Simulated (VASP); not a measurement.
## Si4O7 (a cell with a defect): single point with PBE

System: Si4O7 (a cell with a defect).

```
CELL_PARAMETERS angstrom
5.07998 0.00000 0.00000
0.00000 5.07998 0.00000
0.00000 0.00000 7.09148
ATOMIC_POSITIONS crystal
Si 0.29443 0.29443 0.00000
Si 0.20557 0.79443 0.25000
Si 0.70557 0.70557 0.50000
Si 0.79443 0.20557 0.75000
O 0.40537 0.74096 0.42483
O 0.75904 0.90537 0.67483
O 0.59463 0.25904 0.92483
O 0.74096 0.40537 0.57517
O 0.89212 0.97807 0.33110
O 0.25904 0.59463 0.07517
O 0.09463 0.24096 0.82517
```

This cell differs from its parent crystal: atoms taken out, atom 9 moved 0.250 of the way to it and +0.900 Å across, host rigid.

```yaml
Program: VASP 6.6.1
Task: single point
Functional: PBE
Potentials_or_basis: VASP PAW PBE potentials, release 64 (Si, O)
Cutoff: 520 eV
k_mesh: 4 × 4 × 4
Occupations: gaussian, width 0.05 eV
Spin: no spin polarisation
```

```
Pressure               : -4.0 GPa
Largest force          : 6.431 eV/Å
Band gap on the k mesh : 0.96 eV
```

Forces on the atoms (eV/Å):
```
Si  -0.184 -3.335  1.589
Si  -1.449  5.607 -1.098
Si   0.727  3.276 -0.324
Si   0.386 -0.708  0.497
O   -0.608 -0.648 -0.082
O   -0.306 -0.350  0.868
O    0.483  0.422 -0.557
O    0.135  1.152 -1.118
O    1.837 -6.161  0.140
O   -0.694  0.482  0.727
O   -0.326  0.264 -0.642
```

Stress tensor (GPa, compression positive):
```
-2.63  0.53  2.51
 0.53 -8.70  4.50
 2.51  4.50 -0.62
```

Levels at points of the mesh, in eV from the valence-band top:
| k point | band 25 | band 26 | band 27 | band 28 | band 29 | band 30 | band 31 | band 32 | band 33 | band 34 |
| --- | --- | --- | --- | --- | --- | --- | --- | --- | --- | --- |
| (0.00, 0.00, 0.00) | -3.56 | -3.49 | -3.19 | -2.25 | -1.17 | 1.09 | 3.25 | 4.14 | 4.60 | 5.44 |
| (0.50, 0.00, 0.00) | -3.88 | -3.51 | -3.38 | -2.37 | -0.85 | 1.34 | 2.97 | 3.87 | 4.73 | 5.38 |
| (0.00, 0.50, 0.00) | -3.89 | -3.51 | -3.24 | -2.26 | -0.10 | 1.29 | 2.56 | 3.92 | 4.96 | 5.34 |
| (0.50, 0.50, 0.00) | -3.89 | -3.54 | -3.49 | -2.30 | -0.05 | 1.81 | 2.37 | 3.47 | 4.54 | 5.17 |
| (0.00, 0.00, 0.50) | -3.55 | -3.37 | -3.24 | -2.31 | -0.89 | 0.96 | 3.33 | 3.50 | 4.96 | 5.21 |
| (0.50, 0.00, 0.50) | -4.00 | -3.46 | -3.32 | -2.35 | -0.96 | 1.45 | 2.98 | 3.97 | 4.59 | 5.39 |
| (0.00, 0.50, 0.50) | -3.66 | -3.54 | -3.25 | -2.24 | -0.21 | 1.41 | 2.48 | 4.01 | 4.69 | 5.40 |
| (0.50, 0.50, 0.50) | -3.77 | -3.74 | -3.42 | -2.35 | 0.00 | 1.77 | 2.41 | 3.45 | 4.85 | 5.19 |

Run time: 9 min on 1 thread of Intel Xeon 8259CL, on a shared host, peak memory 0.38 GiB.

Caveat: the cell differs from its parent crystal (atoms taken out, atom 9 moved 0.250 of the way to it and +0.900 Å across, host rigid).
